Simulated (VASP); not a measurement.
# As (R-3m) in VASP: further runs, part 2 of 2

VASP 6.6.1. Earlier steps stand in the parts before.

## (5) Single point, RPBE (35.10 Å³/atom)

This run uses another cell than the first one, of 35.10 Å³/atom.

The input, INCAR:

```
PREC = Accurate
ENCUT = 520
EDIFF = 1E-6
ISMEAR = -1
SIGMA = 0.1
LREAL = F
LASPH = T
NELM = 60
ALGO = Normal
ISIF = 2
LWAVE = F
LCHARG = T
GGA = RP
LELF = T
LVHAR = T
NBANDS = 12
```

The input, KPOINTS:

```
regular mesh
0
Gamma
  17 17 17
```

The input, POSCAR:

```
As
1.0
    1.7475652839      1.0089572871      6.6363856919
   -1.7475652839      1.0089572871      6.6363856919
    0.0000000000     -2.0179145741      6.6363856919
As
2
Direct
    0.7999022461      0.7999022461      0.7999022461
    0.2000977539      0.2000977539      0.2000977539
```

Potentials or basis: VASP PAW PBE potentials, release 64 (As).

Run with:

```bash
$ cat potpaw_PBE.64/As/POTCAR > POTCAR
$ mpirun -np 1 vasp_std > vasp.out
```

OUTCAR:

```text
PREC = Accurate
   ENCUT = 520
   EDIFF = 1E-6
   ISMEAR = -1
   LREAL = F
   LASPH = T
   NELM = 60
   ISIF = 2
   GGA = RP

 ion  position               nearest neighbor table
   1  0.800  0.800  0.800-   2 2.42   2 2.42   2 2.42
   2  0.200  0.200  0.200-   1 2.42   1 2.42   1 2.42

  LATTYP: Found a trigonal (rhomboedric) cell.
 ALAT       =     6.9363963468
 COS(alpha) =     0.8730510798

  Lattice vectors:

[... 538 lines left out ...]
      5       0.1360      2.00000
      6       3.6580      0.00000
      7       4.6414      0.00000
      8       5.7071      0.00000
      9       7.3000      0.00000
     10       9.6053      0.00000
     11      10.2063      0.00000
     12      10.6073      0.00000

 [... further k-points ...]
[... 5 lines left out ...]
  --------------------------------------------------------------------------------------
  -------------------------------------------------------------------------------------
  Total        2.8371588      2.8371588      2.1125427     -0.0000000      0.0000000      0.0000000
  in kB       64.7448399     64.7448399     48.2088784     -0.0000000      0.0000000      0.0000000
  external PRESSURE =      59.2328527 kB  Pullay stress =       0.0000000 kB

 VOLUME and BASIS-vectors are now :
 -----------------------------------------------------------------------------
  energy-cutoff  :      520.00
  volume of cell :       70.21
      direct lattice vectors                 reciprocal lattice vectors
     1.747565284  1.008957287  6.636385692     0.286112344  0.165187039  0.050228144
    -1.747565284  1.008957287  6.636385692    -0.286112344  0.165187039  0.050228144
     0.000000000 -2.017914574  6.636385692     0.000000000 -0.330374078  0.050228144

 POSITION                                       TOTAL-FORCE (eV/Angst)
 -----------------------------------------------------------------------------------
      0.00000      0.00000     15.92538         0.000000     -0.000000     -1.550558
      0.00000      0.00000      3.98378         0.000000      0.000000      1.550558
 -----------------------------------------------------------------------------------
    total drift:                               -0.000000      0.000000     -0.000000

  FREE ENERGIE OF THE ION-ELECTRON SYSTEM (eV)
  ---------------------------------------------------
  free  energy   TOTEN  =        -8.6194632344 eV

  energy  without entropy=       -8.6194293049  energy(sigma->0) =       -8.61944627
```

OSZICAR:

```text
N       E                     dE             d eps       ncg     rms          rms(c)
DAV:   1     0.385969670412E+02    0.38597E+02   -0.38334E+03 11736   0.649E+02
DAV:   2    -0.600581015860E+01   -0.44603E+02   -0.42355E+02 15684   0.108E+02
DAV:   3    -0.864247864070E+01   -0.26367E+01   -0.26292E+01 15176   0.291E+01
DAV:   4    -0.867109635604E+01   -0.28618E-01   -0.28615E-01 13708   0.347E+00
DAV:   5    -0.867139401135E+01   -0.29766E-03   -0.29765E-03 15084   0.353E-01    0.386E+00
DAV:   6    -0.863612829911E+01    0.35266E-01   -0.17919E-02 13584   0.730E-01    0.233E+00
DAV:   7    -0.861845168884E+01    0.17677E-01   -0.42036E-02 13688   0.114E+00    0.132E-01
DAV:   8    -0.861935324938E+01   -0.90156E-03   -0.23376E-03 12684   0.280E-01    0.381E-02
DAV:   9    -0.861945424294E+01   -0.10099E-03   -0.26782E-04 13984   0.123E-01    0.226E-02
DAV:  10    -0.861946155715E+01   -0.73142E-05   -0.36037E-05 12424   0.482E-02    0.329E-03
DAV:  11    -0.861946276605E+01   -0.12089E-05   -0.64510E-06 13628   0.190E-02    0.161E-03
DAV:  12    -0.861946323442E+01   -0.46836E-06   -0.71531E-07 12208   0.767E-03
   1 F= -.86194632E+01 E0= -.86194463E+01  d E =-.339295E-04
```

It took 33 min on 1 thread of Intel Xeon 8259CL, shared host; peak memory 0.65 GiB.

Results:

- Free energy: -8.6195 eV
- Pressure: 5.9 GPa
- Largest force: 1.551 eV/Å
- Band gap on the k mesh: 1.67 eV (least direct gap 2.08 eV)

Forces on the atoms (eV/Å):
```
As   0.000  0.000 -1.551
As   0.000  0.000  1.551
```

Caveat: the cell stands under pressure; the PAW data sets were made with another functional, which shifts forces and pressure a little.

## (6) Single point, RPBE (36.70 Å³/atom)

This run uses another cell than the first one, of 36.70 Å³/atom.

The input, INCAR:

```
PREC = Accurate
ENCUT = 520
EDIFF = 1E-7
ISMEAR = -1
SIGMA = 0.1
LREAL = F
LASPH = T
NELM = 60
ALGO = Normal
ISIF = 2
LWAVE = F
LCHARG = F
GGA = RP
NBANDS = 12
```

The input, KPOINTS:

```
Automatic mesh
0
Gamma
  17 17 17
```

The input, POSCAR:

```
As
1.0
    1.7736521938      1.0240185716      6.7354508298
   -1.7736521938      1.0240185716      6.7354508298
    0.0000000000     -2.0480371430      6.7354508298
As
2
Direct
    0.7999022461      0.7999022461      0.7999022461
    0.2000977539      0.2000977539      0.2000977539
```

Potentials or basis: VASP PAW PBE potentials, release 64 (As).

Run with:

```bash
$ cat potpaw_PBE.64/As/POTCAR > POTCAR
$ mpirun -np 1 vasp_std > vasp.out
```

OUTCAR:

```text
PREC = Accurate
   ENCUT = 520
   EDIFF = 1E-7
   ISMEAR = -1
   LREAL = F
   LASPH = T
   NELM = 60
   ISIF = 2
   GGA = RP

 ion  position               nearest neighbor table
   1  0.800  0.800  0.800-   2 2.45   2 2.45   2 2.45
   2  0.200  0.200  0.200-   1 2.45   1 2.45   1 2.45

  LATTYP: Found a trigonal (rhomboedric) cell.
 ALAT       =     7.0399399160
 COS(alpha) =     0.8730510798

  Lattice vectors:

 A1 = (   1.7736521938,   1.0240185716,   6.7354508298)
 A2 = (  -1.7736521938,   1.0240185716,   6.7354508298)
 A3 = (   0.0000000000,  -2.0480371430,   6.7354508298)

Analysis of symmetry for initial positions (statically):
=====================================================================
 Subroutine PRICEL returns:
 Original cell was already a primitive cell.

 Routine SETGRP: Setting up the symmetry group for a
 trigonal (rhombohedral) supercell.

 Subroutine GETGRP returns: Found 12 space group operations
 (whereof 12 operations were pure point group operations)
 out of a pool of 12 trial point group operations.

[... 165 lines left out ...]
 cond. band min:       2.0674438795   @ k =   0.2941  -0.0000   0.0000
 fundamental gap:      1.6716573047
 Fermi energy:         1.2697662950

 k-point     1 :       0.0000    0.0000    0.0000
  band No.  band energies     occupation
      1     -13.4052      2.00000
      2      -6.5744      2.00000
      3      -0.2425      2.00000
      4       0.3954      1.99968
      5       0.3954      1.99968
      6       2.7764      0.00000
      7       4.0986      0.00000
      8       4.0986      0.00000
      9       6.8235      0.00000
     10       9.4966      0.00000
     11      10.1021      0.00000
     12      10.6853      0.00000
[... 331 lines left out ...]
 k-point    24 :      -0.1176    0.0588    0.0000
  band No.  band energies     occupation
      1     -13.0682      2.00000
      2      -6.5453      2.00000
      3      -1.6822      2.00000
      4      -0.3737      2.00000
      5      -0.0694      2.00000
      6       3.2878      0.00000
      7       4.2051      0.00000
      8       5.1955      0.00000
      9       6.9176      0.00000
     10       9.2412      0.00000
     11       9.8329      0.00000
     12      10.2357      0.00000

 [... further k-points ...]
[... 5 lines left out ...]
  --------------------------------------------------------------------------------------
  -------------------------------------------------------------------------------------
  Total        1.7759127      1.7759127      1.3665475      0.0000000      0.0000000      0.0000000
  in kB       38.7648377     38.7648377     29.8291645      0.0000000      0.0000000      0.0000000
  external PRESSURE =      35.7862800 kB  Pullay stress =       0.0000000 kB

 VOLUME and BASIS-vectors are now :
 -----------------------------------------------------------------------------
  energy-cutoff  :      520.00
  volume of cell :       73.40
      direct lattice vectors                 reciprocal lattice vectors
     1.773652194  1.024018572  6.735450830     0.281904198  0.162757465  0.049489387
    -1.773652194  1.024018572  6.735450830    -0.281904198  0.162757465  0.049489387
     0.000000000 -2.048037143  6.735450830     0.000000000 -0.325514930  0.049489387

 POSITION                                       TOTAL-FORCE (eV/Angst)
 -----------------------------------------------------------------------------------
      0.00000      0.00000     16.16311         0.000000     -0.000000     -0.985947
      0.00000      0.00000      4.04325         0.000000      0.000000      0.985947
 -----------------------------------------------------------------------------------
    total drift:                               -0.000000     -0.000000     -0.000000

  FREE ENERGIE OF THE ION-ELECTRON SYSTEM (eV)
  ---------------------------------------------------
  free  energy   TOTEN  =        -8.7132321432 eV

  energy  without entropy=       -8.7131964375  energy(sigma->0) =       -8.71321429
```

It took 37 min on 1 thread of Intel Xeon 8259CL, shared host; peak memory 0.66 GiB.

Results:

- Free energy: -8.7132 eV
- Pressure: 3.6 GPa
- Largest force: 0.986 eV/Å
- Band gap on the k mesh: 1.67 eV (least direct gap 2.08 eV)

Forces in eV/Å, atoms in the order of the input:
```
As   0.000  0.000 -0.986
As   0.000  0.000  0.986
```

Stress tensor (GPa, compression positive):
```
3.88 0.00 0.00
0.00 3.88 0.00
0.00 0.00 2.98
```

Caveat: the cell stands under pressure; the PAW data sets were made with another functional, which shifts forces and pressure a little.

## (7) The runs side by side

```csv
task,cell,k mesh,cutoff (eV),gap on the mesh (eV),pressure (GPa),largest force (eV/Å)
single point,"a = 7.141 Å, angles 29.2°, 2 atoms, atomic positions A",17 × 17 × 17,520,1.67,1.7,0.50
single point,"a = 7.238 Å, angles 29.2°, 2 atoms, atomic positions A",17 × 17 × 17,520,1.66,0.1,0.08
relaxation of cell and atoms,"relaxed from a = 4.131 Å, angles 54.2°, 2 atoms, atomic positions B",10 × 10 × 10,600,1.56,0.0,-
single point,"a = 6.936 Å, angles 29.2°, 2 atoms, atomic positions A",17 × 17 × 17,520,1.67,5.9,1.55
single point,"a = 7.040 Å, angles 29.2°, 2 atoms, atomic positions A",17 × 17 × 17,520,1.67,3.6,0.99
```

Alike in all rows: level RPBE; potentials or basis VASP PAW PBE potentials, release 64 (As); no spin polarisation; smearing fermi-dirac 0.1 eV.

Caveats: the PAW data sets were made with another functional, which shifts forces and pressure a little; the cell stands under pressure (at least some runs); the volume moved by over 15 % at a fixed basis, so the end points are rough (at least some runs).

Total energies depend on the potentials used, so only differences within one code and one set of settings carry meaning.
